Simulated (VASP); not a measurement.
# CaO (Fm-3m) in VASP: vibrations by perturbation theory with LDA

Aim: the vibrations by perturbation theory of CaO with LDA.

Everything below comes from runs of VASP 6.6.1. Logs are shortened: lines on timing, memory, paths and dates and some standing lists are left out, and cuts for length are marked.

### 1 The cell of the first run

Symmetry: Fm-3m, No. 225, cubic system. The conventional cell has a = 4.813 Å, b = 4.813 Å, c = 4.813 Å, α = 90.00°, β = 90.00°, γ = 90.00°. Ca (site symmetry m-3m) has 6 O at 2.41 Å within 3.2 Å. Within 3.2 Å of O (site symmetry m-3m) lie 6 Ca at 2.41 Å.

### 2 Vibrations by perturbation theory, LDA

File INCAR:

```
SYSTEM = CaO
PREC     = Accurate       ! precision mode
ENCUT    = 520            ! plane-wave cutoff, eV
EDIFF    = 1E-8           ! SCF threshold, eV
ISMEAR   = 0              ! smearing method
SIGMA    = 0.01           ! smearing width, eV
LREAL    = .False.        ! projectors in reciprocal space
LASPH    = .True.         ! aspherical terms in the spheres
NELM     = 60             ! most SCF steps
ALGO     = Normal         ! electronic algorithm
ISIF     = 2              ! what is computed and relaxed
LWAVE    = .False.        ! write WAVECAR
LCHARG   = .False.        ! write CHGCAR
IBRION   = 8              ! ionic algorithm
NSW      = 1              ! ionic steps
```

File KPOINTS:

```
regular mesh
0
Gamma
  6 6 6
  0 0 0
```

File POSCAR:

```
CaO
1.0
    0.0000000000      2.4065000000      2.4065000000
    2.4065000000      0.0000000000      2.4065000000
    2.4065000000      2.4065000000      0.0000000000
Ca O
1 1
Direct
    0.0000000000      0.0000000000      0.0000000000
    0.5000000000      0.5000000000      0.5000000000
```

Potentials or basis: VASP PAW LDA potentials, release 64 (Ca_sv, O).

The run is started by

```bash
$ cat potpaw_LDA.64/Ca_sv/POTCAR potpaw_LDA.64/O/POTCAR > POTCAR
$ mpirun -np 1 vasp_std > vasp.out
```

OUTCAR:

```text
SYSTEM = CaO
   PREC = Accurate
   ENCUT = 520
   EDIFF = 1E-8
   ISMEAR = 0
   LREAL = .False.
   LASPH = .True.
   NELM = 60
   ISIF = 2
   IBRION = 8
   NSW = 1

 ion  position               nearest neighbor table
   1  0.000  0.000  0.000-   2 2.41   2 2.41   2 2.41   2 2.41   2 2.41   2 2.41
   2  0.500  0.500  0.500-   1 2.41   1 2.41   1 2.41   1 2.41   1 2.41   1 2.41

  LATTYP: Found a face centered cubic cell.
 ALAT       =     4.8130000000

  Lattice vectors:

 A1 = (   0.0000000000,   2.4065000000,   2.4065000000)
 A2 = (   2.4065000000,   0.0000000000,   2.4065000000)
 A3 = (   2.4065000000,   2.4065000000,   0.0000000000)

Analysis of symmetry for initial positions (statically):
=====================================================================
 Subroutine PRICEL returns:
 Original cell was already a primitive cell.

 Routine SETGRP: Setting up the symmetry group for a
 face centered cubic supercell.

 Subroutine GETGRP returns: Found 48 space group operations
 (whereof 48 operations were pure point group operations)
 out of a pool of 48 trial point group operations.

The static configuration has the point symmetry O_h .

Analysis of symmetry for dynamics (positions and initial velocities):
=====================================================================
 Subroutine PRICEL returns:
 Original cell was already a primitive cell.

 Routine SETGRP: Setting up the symmetry group for a
 face centered cubic supercell.

 Subroutine GETGRP returns: Found 48 space group operations
 (whereof 48 operations were pure point group operations)
 out of a pool of 48 trial point group operations.

The dynamic configuration has the point symmetry O_h .

 Subroutine INISYM returns: Found 48 space group operations
 (whereof 48 operations are pure point group operations),
 and found     1 'primitive' translations

[... 391 lines left out ...]
  external PRESSURE =     -66.3526578 kB  Pullay stress =       0.0000000 kB

 VOLUME and BASIS-vectors are now :
 -----------------------------------------------------------------------------
  energy-cutoff  :      520.00
  volume of cell :       27.87
      direct lattice vectors                 reciprocal lattice vectors
     0.000000000  2.406500000  2.406500000    -0.207770621  0.207770621  0.207770621
     2.406500000  0.000000000  2.406500000     0.207770621 -0.207770621  0.207770621
     2.406500000  2.406500000  0.000000000     0.207770621  0.207770621 -0.207770621

 POSITION                                       TOTAL-FORCE (eV/Angst)
 -----------------------------------------------------------------------------------
      0.00000      0.00000      0.00000         0.000000     -0.000000     -0.000000
      2.40650      2.40650      2.40650        -0.000000      0.000000      0.000000
 -----------------------------------------------------------------------------------
    total drift:                                0.000000      0.000000      0.000000

  FREE ENERGIE OF THE ION-ELECTRON SYSTEM (eV)
  ---------------------------------------------------
  free  energy   TOTEN  =       -14.1878514321 eV

  energy  without entropy=      -14.1878514321  energy(sigma->0) =      -14.18785143

[... ionic steps 2 to 3 ...]

--------------------------------------- Ionic step        4  -------------------------------------------

------------------------ aborting loop because EDIFF is reached ----------------------------------------

[... ionic steps 5 to 6 ...]

--------------------------------------- Ionic step        7  -------------------------------------------

 Free energy of the ion-electron system (eV)
  ---------------------------------------------------
  ---------------------------------------------------
  free energy    TOTEN  =        -0.35692153 eV

  energy without entropy =       -0.35692153

------------------------ aborting loop because EDIFF is reached ----------------------------------------

 INTERNAL STRAIN TENSOR  FOR ION    2  DIRECTION 1   (eV/Angst):
 -----------------------------------------------------------------------------
     0.01431 -0.00000  0.00000
    -0.00000 -0.01001 -0.00000
     0.00000 -0.00000 -0.01001

 INTERNAL STRAIN TENSOR FOR ION    2 for displacements in x,y,z  (eV/Angst):
          X           Y           Z          XY          YZ          ZX
  --------------------------------------------------------------------------------
  x     0.00000     0.00000     0.00000     0.00000     0.00000     0.00000
  y     0.00000     0.00000     0.00000     0.00000     0.00000     0.00000
  z     0.00000     0.00000     0.00000     0.00000     0.00000     0.00000

 SECOND DERIVATIVES (NOT SYMMETRIZED)
 ------------------------------------
               1X          1Y          1Z          2X          2Y          2Z
  1X    -2.696149    0.000000    0.000000    2.696149    0.000000    0.000000
  1Y     0.000000   -2.696149    0.000000    0.000000    2.696149    0.000000
  1Z     0.000000    0.000000   -2.696149    0.000000    0.000000    2.696149
  2X     2.585753    0.000000    0.000000   -2.585753    0.000000    0.000000
  2Y     0.000000    2.585753    0.000000    0.000000   -2.585753    0.000000
  2Z     0.000000    0.000000    2.585753    0.000000    0.000000   -2.585753

 Eigenvectors and eigenvalues of the dynamical matrix
 ----------------------------------------------------

   1 f  =    7.479565 THz    46.995491 2PiTHz  249.491422 cm-1    30.932980 meV
             X         Y         Z           dx          dy          dz
      0.000000  0.000000  0.000000    -0.000000   -0.542176   -0.000000
      2.406500  2.406500  2.406500     0.000000    0.840265   -0.000000
[... 21 lines left out ...]
   6 f/i=    0.071226 THz     0.447525 2PiTHz    2.375835 cm-1     0.294566 meV
             X         Y         Z           dx          dy          dz
      0.000000  0.000000  0.000000     0.808471   -0.228396   -0.015955
      2.406500  2.406500  2.406500     0.521662   -0.147371   -0.010295

--------------------------------------------------------------------------------------------------------

 ELASTIC MODULI CONTR FROM IONIC RELAXATION (kBar)
 Direction    XX          YY          ZZ          XY          YZ          ZX
 --------------------------------------------------------------------------------
 XX           0.0000      0.0000      0.0000      0.0000      0.0000      0.0000
 YY           0.0000      0.0000      0.0000      0.0000      0.0000      0.0000
 ZZ           0.0000      0.0000      0.0000      0.0000      0.0000      0.0000
 XY           0.0000      0.0000      0.0000      0.0000      0.0000      0.0000
 YZ           0.0000      0.0000      0.0000      0.0000      0.0000      0.0000
 ZX           0.0000      0.0000      0.0000      0.0000      0.0000      0.0000
 --------------------------------------------------------------------------------
```

OSZICAR:

```text
N       E                     dE             d eps       ncg     rms          rms(c)
DAV:   1     0.125131339382E+03    0.12513E+03   -0.86500E+03   384   0.136E+03
DAV:   2    -0.957470559465E+01   -0.13471E+03   -0.12790E+03   448   0.337E+02
DAV:   3    -0.156653618421E+02   -0.60907E+01   -0.60534E+01   484   0.738E+01
DAV:   4    -0.158863626315E+02   -0.22100E+00   -0.22079E+00   588   0.126E+01
[... 44 lines left out ...]
RMM:  12    -0.356921505236E+00   -0.29448E-06   -0.54975E-08  1532   0.156E-04    0.355E-06
RMM:  13    -0.356921487407E+00    0.17830E-07    0.63003E-07  1639   0.758E-05    0.377E-06
RMM:  14    -0.356921535595E+00   -0.48188E-07   -0.46774E-09  1561   0.434E-05    0.818E-07
RMM:  15    -0.356921536421E+00   -0.82619E-09    0.11281E-07  1534   0.257E-05    0.554E-07
RMM:  16    -0.356921531153E+00    0.52679E-08   -0.15051E-08  1395   0.178E-05    0.498E-07
 Linear response finished
```

Run time: 56 s. Hardware: 1 thread of AMD EPYC 7R43 (Zen 3), shared host; peak memory 0.14 GiB.

What came out:

| Quantity | Value |
| --- | --- |
| Highest phonon frequency at Γ, LO-TO splitting left out | 249 cm⁻¹ |

Phonon frequencies in cm⁻¹ (negative: imaginary):
| q point | frequencies |
| --- | --- |
| (0.000, 0.000, 0.000) | -2 -2 -2 249 249 249 |

Caveat: the k points lie up to 0.38 Å⁻¹ apart; the cell stands under pressure or tension, which shifts response properties.
